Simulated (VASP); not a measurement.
# Mg (Im-3m) in VASP: further runs

The runs below take Mg through single point, with LDA.

Everything below comes from runs of VASP 6.6.1. Logs are shortened: lines on timing, memory, paths and dates and some standing lists are left out, and cuts for length are marked.

### 1 The cell of the first run

The structure is cubic, space group Im-3m (No. 229). The conventional cell has a = 2.943 Å, b = 2.943 Å, c = 2.943 Å, α = 90.00°, β = 90.00°, γ = 90.00°. Mg (site symmetry m-3m) has 14 Mg at 2.55 to 2.94 Å within 3.4 Å.

### 2 Single point, LDA (volume scaled by 0.99)

INCAR reads:

```
  PREC = Accurate
  ENCUT = 520
  EDIFF = 1E-7
  ISMEAR = -1
  SIGMA = 0.03
  LREAL = F
  LASPH = T
  NELM = 60
  ALGO = Normal
  ISIF = 2
  LWAVE = F
  LCHARG = F
  NBANDS = 7
```

KPOINTS reads:

```
regular mesh
0
Gamma
  19 19 19
```

POSCAR reads:

```
Mg
1.0
   -1.4715618360      1.4715618360      1.4715618360
    1.4715618360     -1.4715618360      1.4715618360
    1.4715618360      1.4715618360     -1.4715618360
Mg
1
Direct
    0.0000000000      0.0000000000      0.0000000000
```

Potentials or basis: VASP PAW LDA potentials, release 64 (Mg).

Started as:

```bash
$ cat potpaw_LDA.64/Mg/POTCAR > POTCAR
$ mpirun -np 1 vasp_std > vasp.out
```

OUTCAR:

```text
PREC = Accurate
   ENCUT = 520
   EDIFF = 1E-7
   ISMEAR = -1
   LREAL = F
   LASPH = T
   NELM = 60
   ISIF = 2

 ion  position               nearest neighbor table
   1  0.000  0.000  0.000-

  LATTYP: Found a body centered cubic cell.
 ALAT       =     2.9431236720

  Lattice vectors:

 A1 = (  -1.4715618360,   1.4715618360,   1.4715618360)
 A2 = (   1.4715618360,  -1.4715618360,   1.4715618360)
 A3 = (   1.4715618360,   1.4715618360,  -1.4715618360)

Analysis of symmetry for initial positions (statically):
=====================================================================
 Subroutine PRICEL returns:
 Original cell was already a primitive cell.

 Routine SETGRP: Setting up the symmetry group for a
 body centered cubic supercell.

 Subroutine GETGRP returns: Found 48 space group operations
 (whereof 48 operations were pure point group operations)
 out of a pool of 48 trial point group operations.

The static configuration has the point symmetry O_h .

Analysis of symmetry for dynamics (positions and initial velocities):
=====================================================================
 Subroutine PRICEL returns:
 Original cell was already a primitive cell.

 Routine SETGRP: Setting up the symmetry group for a
 body centered cubic supercell.

 Subroutine GETGRP returns: Found 48 space group operations
 (whereof 48 operations were pure point group operations)
 out of a pool of 48 trial point group operations.

The dynamic configuration has the point symmetry O_h .

 Subroutine INISYM returns: Found 48 space group operations
 (whereof 48 operations are pure point group operations),
 and found     1 'primitive' translations

----------------------------------------------------------------------------------------

                                     Primitive cell

  volume of cell :      12.7466

  direct lattice vectors                    reciprocal lattice vectors
    -1.471561836  1.471561836  1.471561836     0.000000000  0.339775052  0.339775052
     1.471561836 -1.471561836  1.471561836     0.339775052  0.000000000  0.339775052
     1.471561836  1.471561836 -1.471561836     0.339775052  0.339775052  0.000000000

  length of vectors
     2.548819866  2.548819866  2.548819866     0.480514487  0.480514487  0.480514487

  position of ions in fractional coordinates (direct lattice)
     0.000000000  0.000000000  0.000000000

  ion indices of the primitive-cell ions
   primitive index   ion index
                 1           1

----------------------------------------------------------------------------------------

 KPOINTS: regular mesh

Automatic generation of k-mesh.
 Grid dimensions read from file:
 generate k-points for:   19   19   19

 Generating k-lattice:

  Cartesian coordinates                     Fractional coordinates (reciprocal lattice)
     0.000000000  0.017882897  0.017882897     0.052631579  0.000000000  0.000000000
     0.017882897  0.000000000  0.017882897     0.000000000  0.052631579  0.000000000
     0.017882897  0.017882897  0.000000000     0.000000000  0.000000000  0.052631579

  Length of vectors
     0.025290236  0.025290236  0.025290236

  Shift w.r.t. Gamma in fractional coordinates (k-lattice)
     0.000000000  0.000000000  0.000000000

 Subroutine IBZKPT returns following result:
 ===========================================

 Found    220 irreducible k-points:

 Following reciprocal coordinates:
            Coordinates               Weight
  0.000000  0.000000  0.000000      1.000000
  0.052632  0.000000  0.000000     12.000000
  0.105263  0.000000  0.000000     12.000000
  0.157895  0.000000  0.000000     12.000000
  0.210526  0.000000  0.000000     12.000000
  0.263158  0.000000  0.000000     12.000000
[... 16 lines left out ...]
  0.263158  0.105263 -0.000000     48.000000
  0.315789  0.105263 -0.000000     48.000000
 [... further k-points ...]
   k-points           NKPTS =    220   k-points in BZ     NKDIM =    220   number of bands    NBANDS=      7
   number of dos      NEDOS =    301   number of ions     NIONS =      1
   total plane-waves  NPLWV =   8000
   dimension x,y,z NGX =    20 NGY =   20 NGZ =   20
   dimension x,y,z NGXF=    40 NGYF=   40 NGZF=   40
   ions per type =               1
   NGX,Y,Z   is equivalent  to a cutoff of  13.04, 13.04, 13.04 a.u.
   NGXF,Y,Z  is equivalent  to a cutoff of  26.09, 26.09, 26.09 a.u.
 SYSTEM =  unknown system
   PREC   = accura    normal or accurate (medium, high low for compatibility)
   ISTART =      0    job   : 0-new  1-cont  2-samecut
   ICHARG =      2    charge: 1-file 2-atom 10-const
   ISPIN  =      1    spin polarized calculation?
   LNONCOLLINEAR =      F non collinear calculations
   LSORBIT =      F    spin-orbit coupling
   LASPH  =      T    aspherical Exc in radial PAW
   ENCUT  =  520.0 eV  38.22 Ry    6.18 a.u.   4.74  4.74  4.74*2*pi/ulx,y,z
   NELM   =     60;   NELMIN=  2; NELMDL= -5     # of ELM steps
   EDIFF  = 0.1E-06   stopping-criterion for ELM
   LREAL  =      F    real-space projection
   EDIFFG = 0.1E-05   stopping-criterion for IOM
   NSW    =      0    number of steps for IOM
   IBRION =     -1    ionic relax: 0-MD 1-quasi-New 2-CG
   NFREE  =      0    steps in history (QN), initial steepest desc. (CG)
   ISIF   =      2    stress and relaxation
   ISYM   =      2    0-nonsym 1-usesym 2-fastsym
   POTIM  = 0.5000    time-step for ionic-motion
   TEBEG  =    0.0;   TEEND  =   0.0 temperature during run
   PSTRESS=    0.0 pullay stress
   NELECT =       2.0000    total number of electrons
   NUPDOWN=      -1.0000    fix difference up-down
   EMIN   =  10.00;   EMAX   =-10.00  energy-range for DOS
   EFERMI =   0.00;   METHOD = LEGACY
   ISMEAR =    -1;   SIGMA  =   0.03  broadening in eV -4-tet -1-fermi 0-gaus
   EFERMI_NEDOS =   21; number of points for ismear=-14 and -15
   IALGO  =     38    algorithm
   IMIX   =      4    mixing-type and parameters
     AMIX     =   0.40;   BMIX     =  1.00
     AMIX_MAG =   1.60;   BMIX_MAG =  1.00
  volume/ion in A,a.u.               =      12.75        86.02
  Fermi-wavevector in a.u.,A,eV,Ry     =   0.882984  1.668598 10.607936  0.779661
  Thomas-Fermi vector in A             =   2.003689
   LORBIT       =      0    0 simple, 1 ext, 2 COOP (PROOUT), +10 PAW based schemes
   GGA     = CA    functional components
   LHFCALC =     F    Hartree Fock is set to
   AEXX    =    0.0000 exact exchange contribution
   IVDW    =     0    specifies the selected vdW correction
   LEPSILON=     F    determine dielectric tensor
   LRPA    =     F    only Hartree local field effects (RPA)
 non-spin polarized calculation
  energy-cutoff  :      520.00
  volume of cell :       12.75
 maximum number of plane-waves:       370
   NGX =  9   NGY =  9   NGZ =  9

 number of electron       2.0000000 magnetization

 Free energy of the ion-electron system (eV)
  ---------------------------------------------------
  ext. energy  EPLUGINS =         0.00000000
  ---------------------------------------------------
  free energy    TOTEN  =        -0.76102260 eV

  energy without entropy =       -0.76005749  energy(sigma->0) =       -0.76054004

 E-fermi :   6.5162     XC(G=0): -10.8012

 val. band max:        6.4982002744   @ k =   0.3684   0.1579   0.1053
 cond. band min:       6.5326393007   @ k =   0.3684   0.1053   0.1053
 fundamental gap:      0.0344390263
 Fermi energy:         6.5162273708

 k-point     1 :       0.0000    0.0000    0.0000
  band No.  band energies     occupation
      1      -3.4006      2.00000
      2      23.8150      0.00000
      3      23.8150      0.00000
      4      23.8150      0.00000
      5      26.6956      0.00000
      6      26.6956      0.00000
      7      28.6382      0.00000

 k-point     2 :       0.0526    0.0000    0.0000
  band No.  band energies     occupation
      1      -3.3035      2.00000
      2      22.9428      0.00000
      3      23.2938      0.00000
      4      23.7034      0.00000
      5      25.7588      0.00000
      6      26.0606      0.00000
      7      29.3131      0.00000

 k-point     3 :       0.1053    0.0000    0.0000
  band No.  band energies     occupation
      1      -3.0133      2.00000
      2      20.7442      0.00000
      3      22.2235      0.00000
      4      23.4128      0.00000
      5      25.0406      0.00000
      6      25.4127      0.00000
      7      30.2610      0.00000

 k-point     4 :       0.1579    0.0000    0.0000
  band No.  band energies     occupation
      1      -2.5332      2.00000
      2      18.2794      0.00000
      3      21.0872      0.00000
      4      23.0327      0.00000
      5      24.0807      0.00000
      6      25.3425      0.00000
      7      30.7524      0.00000

 k-point     5 :       0.2105    0.0000    0.0000
  band No.  band energies     occupation
      1      -1.8685      2.00000
      2      15.8678      0.00000
      3      20.0451      0.00000
      4      22.6390      0.00000
      5      23.2491      0.00000
      6      25.2306      0.00000
      7      30.8542      0.00000

 k-point     6 :       0.2632    0.0000    0.0000
  band No.  band energies     occupation
      1      -1.0265      2.00000
      2      13.5730      0.00000
      3      19.1497      0.00000
      4      22.2787      0.00000
      5      22.5599      0.00000
      6      24.9954      0.00000
      7      31.2832      0.00000

 k-point     7 :       0.3158    0.0000    0.0000
  band No.  band energies     occupation
      1      -0.0160      2.00000
      2      11.4117      0.00000
      3      18.4218      0.00000
      4      21.9767      0.00000
      5      22.0144      0.00000
      6      24.6701      0.00000
      7      31.9060      0.00000
[... 121 lines left out ...]
 k-point    20 :       0.1053    0.1053    0.0000
  band No.  band energies     occupation
      1      -2.2473      2.00000
      2      17.8882      0.00000
      3      19.0760      0.00000
      4      22.6543      0.00000
      5      24.3162      0.00000
      6      26.4076      0.00000
      7      30.5383      0.00000

 k-point    21 :       0.1579    0.1053    0.0000
  band No.  band energies     occupation
      1      -1.5864      2.00000
      2      15.8275      0.00000
      3      17.8485      0.00000
      4      22.1155      0.00000
      5      24.0343      0.00000
      6      26.5973      0.00000
      7      30.1586      0.00000

 k-point    22 :       0.2105    0.1053    0.0000
  band No.  band energies     occupation
      1      -0.7490      2.00000
      2      13.6612      0.00000
      3      16.9485      0.00000
      4      21.6005      0.00000
      5      23.6413      0.00000
      6      26.7394      0.00000
      7      29.9071      0.00000

 k-point    23 :       0.2632    0.1053   -0.0000
  band No.  band energies     occupation
      1       0.2557      2.00000
      2      11.5653      0.00000
      3      16.2502      0.00000
      4      21.1508      0.00000
      5      23.2326      0.00000
      6      26.7982      0.00000
      7      29.9717      0.00000

 k-point    24 :       0.3158    0.1053   -0.0000
  band No.  band energies     occupation
      1       1.4154      2.00000
      2       9.5848      0.00000
      3      15.7307      0.00000
      4      20.7914      0.00000
      5      22.8872      0.00000
      6      26.7370      0.00000
      7      30.3493      0.00000

 [... further k-points ...]
[... 5 lines left out ...]
  --------------------------------------------------------------------------------------
  -------------------------------------------------------------------------------------
  Total        4.6264685      4.6264685      4.6264685      0.0000000      0.0000000     -0.0000000
  in kB      581.5199900    581.5199900    581.5199900      0.0000000      0.0000000     -0.0000000
  external PRESSURE =     581.5199900 kB  Pullay stress =       0.0000000 kB

 VOLUME and BASIS-vectors are now :
 -----------------------------------------------------------------------------
  energy-cutoff  :      520.00
  volume of cell :       12.75
      direct lattice vectors                 reciprocal lattice vectors
    -1.471561836  1.471561836  1.471561836     0.000000000  0.339775052  0.339775052
     1.471561836 -1.471561836  1.471561836     0.339775052  0.000000000  0.339775052
     1.471561836  1.471561836 -1.471561836     0.339775052  0.339775052  0.000000000

 POSITION                                       TOTAL-FORCE (eV/Angst)
 -----------------------------------------------------------------------------------
      0.00000      0.00000      0.00000         0.000000     -0.000000      0.000000
 -----------------------------------------------------------------------------------
    total drift:                                0.000000     -0.000000     -0.000000

  FREE ENERGIE OF THE ION-ELECTRON SYSTEM (eV)
  ---------------------------------------------------
  free  energy   TOTEN  =        -0.7610226020 eV

  energy  without entropy=       -0.7600574860  energy(sigma->0) =       -0.76054004
```

It took 9.8 s on 1 thread of AMD EPYC 9R45 (Zen 5), shared host; peak memory 0.1 GiB.

What came out:

```
Free energy            : -0.7610 eV
Pressure               : 58.2 GPa
Band gap on the k mesh : zero (band 1 reaches 9.83 eV, above the bottom of band 2 at 5.58 eV)
```

### 3 Single point, LDA (volume scaled by 1.02)

INCAR reads:

```
SYSTEM = Mg
PREC = Accurate
ENCUT = 520
EDIFF = 1E-6
ISMEAR = -1
SIGMA = 0.03
LREAL = .False.
LASPH = .True.
NELM = 60
ALGO = Normal
ISIF = 2
LWAVE = .False.
LCHARG = .False.
NBANDS = 7
```

KPOINTS reads:

```
Automatic mesh
0
Gamma
  19 19 19
  0 0 0
```

POSCAR reads:

```
Mg
1.0
   -1.4862784307      1.4862784307      1.4862784307
    1.4862784307     -1.4862784307      1.4862784307
    1.4862784307      1.4862784307     -1.4862784307
Mg
1
Direct
    0.0000000000      0.0000000000      0.0000000000
```

Potentials or basis: VASP PAW LDA potentials, release 64 (Mg).

Started as:

```bash
$ cat potpaw_LDA.64/Mg/POTCAR > POTCAR
$ mpirun -np 1 vasp_std > vasp.out
```

It took 9.1 s on 1 thread of AMD EPYC 9R45 (Zen 5), shared host; peak memory 0.1 GiB.

Results (log left out):

```yaml
Free_energy: -0.8933 eV
Pressure: 51.7 GPa
Band_gap_on_the_k_mesh: zero (band 1 reaches 9.58 eV, above the bottom of band 2 at 5.34 eV)
```

Levels at points of the mesh, in eV from the Fermi level:
| k point | band 1 | band 2 | band 3 | band 4 | band 5 | band 6 |
| --- | --- | --- | --- | --- | --- | --- |
| (0.00, 0.00, 0.00) | -9.76 | 17.04 | 17.04 | 17.04 | 19.88 | 19.88 |

### 4 Single point, LDA (volume scaled by 1.06)

INCAR reads:

```
PREC = Accurate ; ENCUT = 520
EDIFF = 1E-6 ; ISMEAR = -1
SIGMA = 0.03 ; LREAL = F
LASPH = T ; NELM = 60
ALGO = Normal ; ISIF = 2
LWAVE = F ; LCHARG = F
NBANDS = 7
```

KPOINTS reads:

```
regular mesh
0
Gamma
  19 19 19
```

POSCAR reads:

```
Mg
1.0
   -1.5054583323      1.5054583323      1.5054583323
    1.5054583323     -1.5054583323      1.5054583323
    1.5054583323      1.5054583323     -1.5054583323
Mg
1
Direct
    0.0000000000      0.0000000000      0.0000000000
```

Started as:

```bash
$ cat potpaw_LDA.64/Mg/POTCAR > POTCAR
$ mpirun -np 1 vasp_std > vasp.out
```

Wall time 9 s (1 thread of AMD EPYC 9R45 (Zen 5), shared host); peak memory 0.1 GiB.

It converged, with:

```
Free energy            : -1.0471 eV
Pressure               : 44.1 GPa
Band gap on the k mesh : zero (band 1 reaches 9.27 eV, above the bottom of band 2 at 5.02 eV)
```

Levels at points of the mesh, in eV from the Fermi level:
```tsv
k point	band 1	band 2	band 3	band 4
(0.00, 0.00, 0.00)	-9.55	16.72	16.72	16.72
```

### 5 Summary

| cell | gap on the mesh (eV) | pressure (GPa) |
| --- | --- | --- |
| a = 2.549 Å, angles 109.5°, 1 atom | none | 58.2 |
| a = 2.574 Å, angles 109.5°, 1 atom | none | 51.7 |
| a = 2.608 Å, angles 109.5°, 1 atom | none | 44.1 |

Alike in all rows: task single point; level LDA; potentials or basis VASP PAW LDA potentials, release 64 (Mg); no spin polarisation; k mesh 19 × 19 × 19; cutoff (eV) 520; smearing fermi-dirac 0.03 eV.

Absolute energies hang on the potentials; compare differences alone.
